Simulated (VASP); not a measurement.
# HgTe (I-4m2) in VASP: further runs, part 2 of 2

VASP 6.6.1. Earlier steps stand in the parts before.

### 3 Single point, PBE (strain +0.000 along x and y, -0.025 along z)

INCAR reads:

```
SYSTEM = HgTe
PREC = Accurate ; ENCUT = 520
EDIFF = 1E-6 ; ISMEAR = 0
SIGMA = 0.15 ; LREAL = .FALSE.
LASPH = .TRUE. ; NELM = 80
ALGO = Normal ; ISIF = 2
LWAVE = .FALSE. ; LCHARG = .TRUE.
GGA = PE ; LELF = .TRUE.
LVHAR = .TRUE. ; NBANDS = 16
```

KPOINTS reads:

```
Automatic mesh
0
G
  16 16 16
  0 0 0
```

POSCAR reads:

```
HgTe
1.0
    0.0000000000      3.3247980866      3.2416781344
    3.3247980866      0.0000000000      3.2416781344
    3.3247980866      3.3247980866      0.0000000000
Hg Te
1 1
Direct
    0.0000000000      0.0000000000      0.0000000000
    0.7500000000      0.7500000000      0.7500000000
```

Potentials or basis: VASP PAW PBE potentials, release 64 (Hg, Te).

Launch:

```sh
$ cat potpaw_PBE.64/Hg/POTCAR potpaw_PBE.64/Te/POTCAR > POTCAR
$ mpirun -np 1 vasp_std > vasp.out
```

OUTCAR:

```text
SYSTEM = HgTe
   PREC = Accurate
   ENCUT = 520
   EDIFF = 1E-6
   ISMEAR = 0
   LREAL = .FALSE.
   LASPH = .TRUE.
   NELM = 80
   ISIF = 2
   GGA = PE

 ion  position               nearest neighbor table
   1  0.000  0.000  0.000-   2 2.86   2 2.86   2 2.86   2 2.86
   2  0.750  0.750  0.750-   1 2.86   1 2.86   1 2.86   1 2.86

  LATTYP: Found a body centered tetragonal cell.
 ALAT       =     4.7019745462
 C/A-ratio  =     1.3788582233

  Lattice vectors:

 A1 = (   0.0000000000,  -3.3247980866,  -3.2416781344)
[... 626 lines left out ...]
      4      -4.5144      2.00000
      5      -4.0872      2.00000
      6      -4.0689      2.00000
[... 8 lines left out ...]
     15      11.0364      0.00000
     16      11.3714      0.00000

 [... further k-points ...]
[... 5 lines left out ...]
  --------------------------------------------------------------------------------------
  -------------------------------------------------------------------------------------
  Total        0.3873415      0.3873415      0.5420112      0.0000000      0.0000000      0.0000000
  in kB        8.6591288      8.6591288     12.1168130      0.0000000      0.0000000      0.0000000
  external PRESSURE =       9.8116902 kB  Pullay stress =       0.0000000 kB

 VOLUME and BASIS-vectors are now :
 -----------------------------------------------------------------------------
  energy-cutoff  :      520.00
  volume of cell :       71.67
      direct lattice vectors                 reciprocal lattice vectors
     0.000000000  3.324798087  3.241678134    -0.150385072  0.150385072  0.154241100
     3.324798087  0.000000000  3.241678134     0.150385072 -0.150385072  0.154241100
     3.324798087  3.324798087  0.000000000     0.150385072  0.150385072 -0.154241100

 POSITION                                       TOTAL-FORCE (eV/Angst)
 -----------------------------------------------------------------------------------
      0.00000      0.00000      0.00000        -0.000000     -0.000000     -0.000000
      4.98720      4.98720      4.86252         0.000000      0.000000      0.000000
 -----------------------------------------------------------------------------------
    total drift:                                0.000000      0.000000      0.000000

  FREE ENERGIE OF THE ION-ELECTRON SYSTEM (eV)
  ---------------------------------------------------
  free  energy   TOTEN  =        -3.6444379271 eV

  energy  without entropy=       -3.6441258524  energy(sigma->0) =       -3.64428189
```

OSZICAR:

```text
N       E                     dE             d eps       ncg     rms          rms(c)
DAV:   1     0.104160674046E+03    0.10416E+03   -0.79244E+03 11232   0.964E+02
DAV:   2    -0.118572983145E+00   -0.10428E+03   -0.97514E+02 12856   0.225E+02
DAV:   3    -0.381256456268E+01   -0.36940E+01   -0.36845E+01 13816   0.438E+01
DAV:   4    -0.384812763125E+01   -0.35563E-01   -0.35561E-01 16672   0.386E+00
DAV:   5    -0.384824804825E+01   -0.12042E-03   -0.12042E-03 14880   0.197E-01    0.671E+00
DAV:   6    -0.365115135827E+01    0.19710E+00   -0.38896E-01 13328   0.810E+00    0.542E+00
DAV:   7    -0.364490286774E+01    0.62485E-02   -0.89049E-02 13208   0.199E+00    0.209E+00
DAV:   8    -0.364437253316E+01    0.53033E-03   -0.89132E-03 12800   0.106E+00    0.483E-01
DAV:   9    -0.364439554089E+01   -0.23008E-04   -0.70254E-04 14792   0.296E-01    0.101E-01
DAV:  10    -0.364442488054E+01   -0.29340E-04   -0.85466E-05 14120   0.801E-02    0.469E-02
DAV:  11    -0.364443900924E+01   -0.14129E-04   -0.27149E-05 13944   0.360E-02    0.245E-02
DAV:  12    -0.364443796996E+01    0.10393E-05   -0.31485E-06 13104   0.120E-02    0.151E-02
DAV:  13    -0.364443792709E+01    0.42871E-07   -0.30468E-07  9104   0.298E-03
   1 F= -.36444379E+01 E0= -.36442819E+01  d E =-.312075E-03
```

stdout:

```text
POSCAR found type information on POSCAR HgTe
 POSCAR found :  2 types and       2 ions
 scaLAPACK will be used
 LDA part: xc-table for (Slater+PW92), standard interpolation
 POSCAR, INCAR and KPOINTS ok, starting setup
 FFT: planning ... GRIDC
 FFT: planning ... GRID_SOFT
 FFT: planning ... GRID
 WAVECAR not read
 entering main loop
```

Wall time 2.1 min (1 thread of Intel Xeon 6975P-C (Granite Rapids), shared host); peak memory 0.54 GiB.

What came out:

* Free energy: -3.6444 eV
* Pressure: 1.0 GPa
* Band gap on the k mesh: 0.07 eV (least direct gap 0.08 eV)

Caveat: the cell differs from its parent crystal (strain +0.000 along x and y, -0.025 along z); the smearing spreads over this small gap; spin-orbit coupling is left out, which moves the levels of the heavy elements.

### 4 Single point, PBE (strain -0.025 along x and y, +0.025 along z)

INCAR reads:

```
PREC = Accurate
ENCUT = 520
EDIFF = 1E-6
ISMEAR = 0
SIGMA = 0.15
LREAL = False
LASPH = True
NELM = 80
ALGO = Normal
ISIF = 2
LWAVE = False
LCHARG = True
GGA = PE
LELF = True
LVHAR = True
NBANDS = 16
```

KPOINTS reads:

```
regular mesh
0
Gamma
  16 16 16
```

POSCAR reads:

```
HgTe
1.0
    0.0000000000      3.2416781344      3.4079180388
    3.2416781344      0.0000000000      3.4079180388
    3.2416781344      3.2416781344      0.0000000000
Hg Te
1 1
Direct
    0.0000000000      0.0000000000      0.0000000000
    0.7500000000      0.7500000000      0.7500000000
```

Launch:

```sh
$ cat potpaw_PBE.64/Hg/POTCAR potpaw_PBE.64/Te/POTCAR > POTCAR
$ mpirun -np 1 vasp_std > vasp.out
```

It took 2 min on 1 thread of Intel Xeon 6975P-C (Granite Rapids), shared host; peak memory 0.53 GiB.

It converged, with:

| Quantity | Value |
| --- | --- |
| Free energy | -3.6398 eV |
| Pressure | 1.0 GPa |
| Band gap on the k mesh | zero (filled and empty bands touch) |

Stress tensor (GPa, compression positive):
```
1.24 0.00 0.00
0.00 1.24 0.00
0.00 0.00 0.46
```

Levels at points of the mesh, in eV from the Fermi level:
| k point | band 5 | band 6 | band 7 | band 8 | band 9 | band 10 | band 11 | band 12 | band 13 | band 14 |
| --- | --- | --- | --- | --- | --- | --- | --- | --- | --- | --- |
| (0.00, 0.00, 0.00) | -6.72 | -6.70 | -1.02 | -0.27 | -0.10 | -0.10 | 4.19 | 4.19 | 4.21 | 6.36 |
| (0.50, 0.00, 0.00) | -6.69 | -6.44 | -5.25 | -1.13 | -0.91 | 0.54 | 4.83 | 5.07 | 6.70 | 7.63 |
| (0.50, 0.50, 0.00) | -6.65 | -6.37 | -5.41 | -2.04 | -2.04 | 1.99 | 2.63 | 7.65 | 8.46 | 8.46 |
| (0.50, 0.00, 0.50) | -6.66 | -6.30 | -5.18 | -2.29 | -2.18 | 1.65 | 2.43 | 7.95 | 8.30 | 8.52 |

Caveat: the cell differs from its parent crystal (strain -0.025 along x and y, +0.025 along z); semilocal functionals underestimate gaps, and a narrow one can read as zero; spin-orbit coupling is left out, which moves the levels of the heavy elements.

### 5 Overview

| cell | gap on the mesh (eV) | pressure (GPa) |
| --- | --- | --- |
| a = 4.644, b = 4.644, c = 4.584 Å, angles 60.4, 60.4, 59.2°, 2 atoms | none | 2.0 |
| a = 4.644, b = 4.644, c = 4.702 Å, angles 59.6, 59.6, 60.8°, 2 atoms | 0.07 | 1.0 |
| a = 4.703, b = 4.703, c = 4.584 Å, angles 60.8, 60.8, 58.3°, 2 atoms | none | 1.0 |

Alike in all rows: task single point; level PBE; potentials or basis VASP PAW PBE potentials, release 64 (Hg, Te); no spin polarisation; k mesh 16 × 16 × 16; cutoff (eV) 520; smearing gaussian 0.15 eV.

Caveats: spin-orbit coupling is left out, which moves the levels of the heavy elements; semilocal functionals underestimate gaps, and a narrow one can read as zero (at least some runs); the smearing spreads over this small gap (at least some runs).

Absolute energies hang on the potentials; compare differences alone.
